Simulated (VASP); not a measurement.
# Hf in VASP: notebook

The runs below take Hf through relaxation of cell and atoms, single point, with LDA, RPBE+D4.

All numbers are computed with VASP 6.6.1; they aren't measurements. Logs are shortened: lines on timing, memory, paths and dates and some standing lists are left out, and cuts for length are marked.

### Step 1. The cell of the first run

The structure is cubic, space group Im-3m (No. 229). The conventional cell has a = 3.634 Å, b = 3.634 Å, c = 3.634 Å, α = 90.00°, β = 90.00°, γ = 90.00°. Within 4.1 Å of Hf (site symmetry m-3m) lie 14 Hf at 3.15 to 3.63 Å.

This isn't the form of Hf at room conditions, which is hcp.

### Step 2. Relaxation of cell and atoms, LDA (23.99 Å³/atom)

POSCAR

```
Hf
1.0
   -1.8169539908      1.8169539908      1.8169539908
    1.8169539908     -1.8169539908      1.8169539908
    1.8169539908      1.8169539908     -1.8169539908
Hf
1
Direct
    0.0000000000      0.0000000000      0.0000000000
```

INCAR.step1

```
GGA = CA
ISMEAR = 1
SIGMA = 0.05
LWAVE = False
LCHARG = False
NSW = 80
PREC = Accurate
LASPH = True
LREAL = False
ALGO = Normal
EDIFF = 1E-7
NELM = 120
GGA_COMPAT = False
IBRION = 2
ISIF = 3
EDIFFG = -0.002
NELMIN = 4
ENCUT = 650
POTIM = 0.5
```

INCAR.step4

```
GGA = CA
ISMEAR = 1
SIGMA = 0.05
LWAVE = False
LCHARG = False
PREC = Accurate
LASPH = True
LREAL = False
ALGO = Normal
EDIFF = 1E-7
NELM = 120
GGA_COMPAT = False
ISIF = 2
ENCUT = 650
```

KPOINTS

```
Automatic mesh
0
Gamma
  14 14 14
  0 0 0
```

Potentials or basis: VASP PAW LDA potentials, release 64 (Hf_pv).

Command:

```
cat potpaw_LDA.64/Hf_pv/POTCAR > POTCAR
cp INCAR.step1 INCAR
cp POSCAR.step1 POSCAR
mpirun -np 1 vasp_std > vasp.out
cp CONTCAR POSCAR
mpirun -np 1 vasp_std > vasp.out
cp CONTCAR POSCAR
mpirun -np 1 vasp_std > vasp.out
cp CONTCAR POSCAR
cp INCAR.step4 INCAR
mpirun -np 1 vasp_std > vasp.out
```

OUTCAR:

```text
GGA = CA
   ISMEAR = 1
   PREC = Accurate
   LASPH = True
   LREAL = False
   EDIFF = 1E-7
   NELM = 120
   ISIF = 2
   ENCUT = 650

 ion  position               nearest neighbor table
   1  0.000  0.000  0.000-

  LATTYP: Found a body centered cubic cell.
 ALAT       =     3.4442891099

  Lattice vectors:

 A1 = (  -1.7221445550,   1.7221445550,   1.7221445550)
 A2 = (   1.7221445550,  -1.7221445550,   1.7221445550)
 A3 = (   1.7221445550,   1.7221445550,  -1.7221445550)

Analysis of symmetry for initial positions (statically):
=====================================================================
 Subroutine PRICEL returns:
 Original cell was already a primitive cell.

 Routine SETGRP: Setting up the symmetry group for a
 body centered cubic supercell.

 Subroutine GETGRP returns: Found 48 space group operations
 (whereof 48 operations were pure point group operations)
 out of a pool of 48 trial point group operations.

The static configuration has the point symmetry O_h .

Analysis of symmetry for dynamics (positions and initial velocities):
=====================================================================
 Subroutine PRICEL returns:
 Original cell was already a primitive cell.

 Routine SETGRP: Setting up the symmetry group for a
 body centered cubic supercell.

 Subroutine GETGRP returns: Found 48 space group operations
 (whereof 48 operations were pure point group operations)
 out of a pool of 48 trial point group operations.

The dynamic configuration has the point symmetry O_h .

 Subroutine INISYM returns: Found 48 space group operations
 (whereof 48 operations are pure point group operations),
 and found     1 'primitive' translations

----------------------------------------------------------------------------------------

                                     Primitive cell

  volume of cell :      20.4300

  direct lattice vectors                    reciprocal lattice vectors
    -1.722144555  1.722144555  1.722144555     0.000000000  0.290335674  0.290335674
     1.722144555 -1.722144555  1.722144555     0.290335674  0.000000000  0.290335674
     1.722144555  1.722144555 -1.722144555     0.290335674  0.290335674  0.000000000

  length of vectors
     2.982841867  2.982841867  2.982841867     0.410596648  0.410596648  0.410596648

  position of ions in fractional coordinates (direct lattice)
     0.000000000  0.000000000  0.000000000

  ion indices of the primitive-cell ions
   primitive index   ion index
                 1           1
[... 79 lines left out ...]
   ISYM   =      2    0-nonsym 1-usesym 2-fastsym
   POTIM  = 0.5000    time-step for ionic-motion
   TEBEG  =    0.0;   TEEND  =   0.0 temperature during run

   SCALEE = 1.0000    scale energy and forces
   PSTRESS=    0.0 pullay stress
   NELECT =      10.0000    total number of electrons
   NUPDOWN=      -1.0000    fix difference up-down
   EMIN   =  10.00;   EMAX   =-10.00  energy-range for DOS
   EFERMI =   0.00;   METHOD = LEGACY
   ISMEAR =     1;   SIGMA  =   0.05  broadening in eV -4-tet -1-fermi 0-gaus
   EFERMI_NEDOS =   21; number of points for ismear=-14 and -15
   IALGO  =     38    algorithm
   IMIX   =      4    mixing-type and parameters
     AMIX     =   0.40;   BMIX     =  1.00
     AMIX_MAG =   1.60;   BMIX_MAG =  1.00
  volume/ion in A,a.u.               =      20.43       137.87
  Fermi-wavevector in a.u.,A,eV,Ry     =   1.290185  2.438096 22.647940  1.664577
  Thomas-Fermi vector in A             =   2.422032
   LORBIT       =      0    0 simple, 1 ext, 2 COOP (PROOUT), +10 PAW based schemes
   GGA     = CA    functional components
   LHFCALC =     F    Hartree Fock is set to
   AEXX    =    0.0000 exact exchange contribution
   IVDW    =     0    specifies the selected vdW correction
   LEPSILON=     F    determine dielectric tensor
   LRPA    =     F    only Hartree local field effects (RPA)

   CSHIFT  =0.1000    complex shift for real part using Kramers Kronig

   OMEGAMAX=  -1.0    maximum frequency
 non-spin polarized calculation
 Methfessel and Paxton  Order N= 1 SIGMA  =   0.05
  energy-cutoff  :      650.00
  volume of cell :       20.43
 maximum number of plane-waves:       784
 NGX is ok and might be reduce to    28
   NGX = 13   NGY = 13   NGZ = 13

 number of electron      10.0000000 magnetization

 Free energy of the ion-electron system (eV)
  ---------------------------------------------------
  ext. energy  EPLUGINS =         0.00000000
  ---------------------------------------------------
  free energy    TOTEN  =       -10.55101910 eV

  energy without entropy =      -10.55095252  energy(sigma->0) =      -10.55099691

 E-fermi :   5.0765     XC(G=0): -11.8870

 val. band max:        5.0589355025   @ k =   0.2857   0.1429   0.1429
 cond. band min:       5.0853417065   @ k =  -0.4286   0.4286   0.1429
 fundamental gap:      0.0264062040
 Fermi energy:         5.0765221367

 k-point     1 :       0.0000    0.0000    0.0000
  band No.  band energies     occupation
      1     -24.2313      2.00000
      2     -24.2313      2.00000
      3     -24.2313      2.00000
      4      -2.1623      2.00000
      5       6.5970      0.00000
      6       6.5970      0.00000
      7       6.5970      0.00000
      8       9.6637      0.00000
      9       9.6637      0.00000
[... 265 lines left out ...]
 k-point    24 :       0.3571    0.2857    0.0000
  band No.  band energies     occupation
      1     -25.0952      2.00000
      2     -24.9227      2.00000
      3     -24.3720      2.00000
      4       3.2292      2.00000
      5       4.4437      2.00000
      6       4.8721      2.00000
      7       9.8730      0.00000
      8      10.4468      0.00000
      9      13.5293      0.00000

 [... further k-points ...]

------------------------ aborting loop because EDIFF is reached ----------------------------------------

  FORCE on cell =-STRESS in cart. coord.  units (eV):
  Direction    XX          YY          ZZ          XY          YZ          ZX
  --------------------------------------------------------------------------------------
  -------------------------------------------------------------------------------------
  Total       -0.0014894     -0.0014894     -0.0014894     -0.0000000     -0.0000000      0.0000000
  in kB       -0.1168066     -0.1168066     -0.1168066     -0.0000000     -0.0000000      0.0000000
  external PRESSURE =      -0.1168066 kB  Pullay stress =       0.0000000 kB

 VOLUME and BASIS-vectors are now :
 -----------------------------------------------------------------------------
  energy-cutoff  :      650.00
  volume of cell :       20.43
      direct lattice vectors                 reciprocal lattice vectors
    -1.722144555  1.722144555  1.722144555     0.000000000  0.290335674  0.290335674
     1.722144555 -1.722144555  1.722144555     0.290335674  0.000000000  0.290335674
     1.722144555  1.722144555 -1.722144555     0.290335674  0.290335674  0.000000000

 POSITION                                       TOTAL-FORCE (eV/Angst)
 -----------------------------------------------------------------------------------
      0.00000      0.00000      0.00000         0.000000     -0.000000     -0.000000
 -----------------------------------------------------------------------------------
    total drift:                               -0.000000     -0.000000      0.000000

  FREE ENERGIE OF THE ION-ELECTRON SYSTEM (eV)
  ---------------------------------------------------
  free  energy   TOTEN  =       -10.5510190996 eV

  energy  without entropy=      -10.5509525199  energy(sigma->0) =      -10.55099691
```

Run time: 1.9 min. Hardware: 1 thread of AMD EPYC 9R45 (Zen 5), shared host; peak memory 0.14 GiB.

Results:

```
Free energy                           : -10.5510 eV
Relaxed volume                        : 20.43 Å³/atom
Relaxed cell                          : a = 2.983 Å, b = 2.983 Å, c = 2.983 Å, α = 109.47°, β = 109.47°, γ = 109.47°
Space group after relaxing (to 0.1 Å) : Im-3m (No. 229)
Energy gained by relaxing             : 179.8 meV/atom
Ionic steps                           : 9
Pressure after relaxing               : 0.0 GPa
Band gap on the k mesh                : zero (bands 5 and 6 overlap by 2.27 eV)
```

Step by step:
```csv
step,energy change (eV),largest force (eV/Å),pressure (GPa),volume (Å³)
1,0.0000,0.0000,-14.17,23.99
2,0.0253,0.0000,23.79,17.35
3,-0.1799,0.0000,-0.44,20.51
4,-0.1800,0.0000,-0.03,20.44
5,-0.1799,0.0000,0.35,20.37
6,-0.1799,0.0000,-0.33,20.49
7,-0.1800,0.0000,0.00,20.43
8,-0.1798,0.0000,-0.01,20.43
9,-0.1798,0.0000,-0.01,20.43
```

Final structure:
```xyz
1
Lattice="-1.7221 1.7221 1.7221 1.7221 -1.7221 1.7221 1.7221 1.7221 -1.7221" Properties=species:S:1:pos:R:3 pbc="T T T"
Hf    0.0000    0.0000    0.0000
```

Caveat: spin-orbit coupling is left out, which moves the levels of the heavy elements. LDA usually gives volumes a few per cent too small.

### Step 3. Single point, RPBE+D4 (20.70 Å³/atom)

This run uses another cell than the first one, of 20.70 Å³/atom.

INCAR

```
SYSTEM = Hf
PREC = Accurate
ENCUT = 520
EDIFF = 1E-6
ISMEAR = 1
SIGMA = 0.1
LREAL = .False.
LASPH = .True.
NELM = 80
ALGO = Normal
ISIF = 2
LWAVE = .False.
LCHARG = .True.
GGA = RP
IVDW = 13
LELF = .True.
LVHAR = .True.
NBANDS = 11
```

KPOINTS

```
Automatic mesh
0
Gamma
  10 10 10
  0 0 0
```

POSCAR

```
Hf
1.0
   -1.7297025684      1.7297025684      1.7297025684
    1.7297025684     -1.7297025684      1.7297025684
    1.7297025684      1.7297025684     -1.7297025684
Hf
1
Direct
    0.0000000000      0.0000000000      0.0000000000
```

Potentials or basis: VASP PAW PBE potentials, release 64 (Hf_pv).

Command:

```
cat potpaw_PBE.64/Hf_pv/POTCAR > POTCAR
mpirun -np 1 vasp_std > vasp.out
```

Run time: 8.5 s. Hardware: 1 thread of Intel Xeon 8259CL, shared host; peak memory 0.14 GiB.

Results (log left out):

| Item | Value |
| --- | --- |
| Free energy | -9.6020 eV |
| Pressure | 8.7 GPa |
| Band gap on the k mesh | zero (bands 5 and 6 overlap by 2.44 eV) |
| Dispersion energy per atom | -0.354 eV |

Levels at points of the mesh, in eV from the Fermi level:
| k point | band 1 | band 2 | band 3 | band 4 | band 5 | band 6 | band 7 | band 8 | band 9 | band 10 |
| --- | --- | --- | --- | --- | --- | --- | --- | --- | --- | --- |
| (0.00, 0.00, 0.00) | -29.61 | -29.61 | -29.61 | -7.33 | 1.57 | 1.57 | 1.57 | 4.57 | 4.57 | 13.57 |
| (0.50, 0.00, 0.00) | -30.66 | -29.95 | -29.62 | -3.66 | -0.66 | 1.31 | 4.46 | 5.54 | 8.30 | 10.76 |
| (0.50, 0.50, 0.50) | -30.34 | -30.34 | -30.34 | -2.97 | -2.97 | 7.36 | 7.36 | 7.36 | 7.82 | 7.82 |

Caveat: the cell stands under pressure; the PAW data sets were made with another functional, which shifts forces and pressure a little; spin-orbit coupling is left out, which moves the levels of the heavy elements.

### Step 4. Single point, LDA, non-collinear spin, zero start, spin-orbit coupling

This run uses another cell than the first one, of 23.52 Å³/atom.

INCAR

```
SYSTEM = Hf
  ALGO = Fast
  EDIFF = 1E-7
  ENCUT = 520
  GGA_COMPAT = .FALSE.
  ISIF = 2
  ISMEAR = -1
  LASPH = .TRUE.
  LCHARG = .TRUE.
  LMAXMIX = 4
  LORBIT = 11
  LORBMOM = .TRUE.
  LREAL = .FALSE.
  LSORBIT = .TRUE.
  LVHAR = .TRUE.
  LWAVE = .FALSE.
  MAGMOM = 0 0 0
  NBANDS = 21
  NELM = 150
  PREC = Accurate
  SIGMA = 0.05
```

KPOINTS

```
k-points
0
G
  8 8 8
  0 0 0
```

POSCAR

```
Hf
1.0
   -1.8001830000      1.7942820000      1.7551410000
    1.7910040000     -1.8631620000      1.8148420000
    1.8068710000      1.8698500000     -1.8240210000
Hf
1
Direct
    0.0000000000      0.0000000000      0.0000000000
```

Potentials or basis: VASP PAW LDA potentials, release 64 (Hf_pv).

Command:

```
cat potpaw_LDA.64/Hf_pv/POTCAR > POTCAR
mpirun -np 1 vasp_ncl > vasp.out
```

OUTCAR:

```text
SYSTEM = Hf
   EDIFF = 1E-7
   ENCUT = 520
   ISIF = 2
   ISMEAR = -1
   LASPH = .TRUE.
   LORBIT = 11
   LREAL = .FALSE.
   LSORBIT = .TRUE.
   NELM = 150
   PREC = Accurate

 ion  position               nearest neighbor table
   1  0.000  0.000  0.000-

  LATTYP: Found a triclinic cell.
 ALAT       =     9.3656298107
 B/A-ratio  =     0.3812513735
 C/A-ratio  =     0.3841592074
 COS(alpha) =     0.0051572518
 COS(beta)  =     0.1977251806
 COS(gamma) =     0.9615700726

  Lattice vectors:

 A1 = (  -1.8252290000,  -2.0076100000,   8.9639870000)
 A2 = (  -0.0091790000,  -0.0688800000,   3.5699830000)
 A3 = (  -3.5978750000,  -0.0066880000,   0.0091790000)
[... 823 lines left out ...]

 orbital moment (z)

 # of ion     p       d       tot
 ----------------------------------------
  1         0.000  -0.000   0.000
 ----------------------------------------
            0.000  -0.000   0.000

 Spin-Orbit-Coupling matrix elements

 Ion:    1  E_soc:     -1.4083051
 l=   1
     0.0000000    -0.2255340    -0.2255120
    -0.2255340     0.0000000    -0.2255154
    -0.2255120    -0.2255154     0.0000000
 l=   2
     0.0000000    -0.0014918     0.0000000    -0.0013946    -0.0078148
    -0.0014918     0.0000000    -0.0058260    -0.0013908    -0.0020069
     0.0000000    -0.0058260     0.0000000    -0.0057457     0.0000000
    -0.0013946    -0.0013908    -0.0057457     0.0000000    -0.0019204
    -0.0078148    -0.0020069     0.0000000    -0.0019204     0.0000000
 l=   3
     0.0000000     0.0000000     0.0000000     0.0000000     0.0000000     0.0000000     0.0000000
     0.0000000     0.0000000     0.0000000     0.0000000     0.0000000     0.0000000     0.0000000
     0.0000000     0.0000000     0.0000000     0.0000000     0.0000000     0.0000000     0.0000000
     0.0000000     0.0000000     0.0000000     0.0000000     0.0000000     0.0000000     0.0000000
     0.0000000     0.0000000     0.0000000     0.0000000     0.0000000     0.0000000     0.0000000
     0.0000000     0.0000000     0.0000000     0.0000000     0.0000000     0.0000000     0.0000000
     0.0000000     0.0000000     0.0000000     0.0000000     0.0000000     0.0000000     0.0000000

 total charge

# of ion       s       p       d       tot
------------------------------------------
    1        0.377   6.380   1.577   8.333

 magnetization (x)

# of ion       s       p       d       tot
------------------------------------------
    1        0.000   0.000   0.000   0.000

 magnetization (y)

# of ion       s       p       d       tot
------------------------------------------
    1        0.000   0.000  -0.000   0.000

 magnetization (z)

# of ion       s       p       d       tot
------------------------------------------
    1        0.000   0.000   0.000   0.000
```

stdout:

```text
POSCAR found type information on POSCAR Hf
 POSCAR found :  1 types and       1 ions
 scaLAPACK will be used
 LDA part: xc-table for (Slater(with rela. corr.)+CA(PZ))
 , standard interpolation
 POSCAR, INCAR and KPOINTS ok, starting setup
 FFT: planning ... GRIDC
 FFT: planning ... GRID_SOFT
 FFT: planning ... GRID
 WAVECAR not read
 entering main loop
WARNING in EDDRMM: call to ZHEGV failed, returncode =   8  4     20
```

Run time: 4.4 min. Hardware: 1 thread of Intel Xeon 8259CL, shared host; peak memory 0.3 GiB.

What came out:

* Free energy: -11.1336 eV
* Pressure: -13.1 GPa
* Net moment: 0.00 μB per cell
* Valence electrons inside the program's atomic spheres: Hf 8.33

Stress tensor (GPa, compression positive):
```
-13.13  -0.17   0.18
 -0.17 -12.42   1.64
  0.18   1.64 -13.71
```

Moments on the atoms (μB; x, y, z):
```
Hf  0.00 0.00 0.00
```

Caveat: the cell stands under tension.

### Step 5. Overview

| task | level | potentials or basis | spin | cell | k mesh | cutoff (eV) | smearing | tolerance level | purpose | passes | dipole correction | gap on the mesh (eV) | pressure (GPa) |
| --- | --- | --- | --- | --- | --- | --- | --- | --- | --- | --- | --- | --- | --- |
| relaxation of cell and atoms | LDA | VASP PAW LDA potentials, release 64 (Hf_pv) | off | relaxed from a = 3.147 Å, angles 109.5°, 1 atom | 14 × 14 × 14 | 650 | methfessel-paxton 0.05 eV | standard | cell | 3 | - | none | 0.0 |
| single point | RPBE+D4 | VASP PAW PBE potentials, release 64 (Hf_pv) | off | a = 2.996 Å, angles 109.5°, 1 atom | 10 × 10 × 10 | 520 | methfessel-paxton 0.1 eV | - | - | - | no | none | 8.7 |
| single point | LDA | VASP PAW LDA potentials, release 64 (Hf_pv) | non-collinear, zero start, SOC | a = 3.089, b = 3.158, c = 3.176 Å, angles 110.8, 108.4, 110.3°, 1 atom | 8 × 8 × 8 | 520 | fermi-dirac 0.05 eV | - | - | - | no | - | -13.1 |

Caveats: spin-orbit coupling is left out, which moves the levels of the heavy elements (at least some runs); the cell stands under pressure (at least some runs); the PAW data sets were made with another functional, which shifts forces and pressure a little (at least some runs); the cell stands under tension (at least some runs).

Absolute energies hang on the potentials; compare differences alone.

The gap in the log of VASP goes by the Fermi energy; the results here count the filled bands.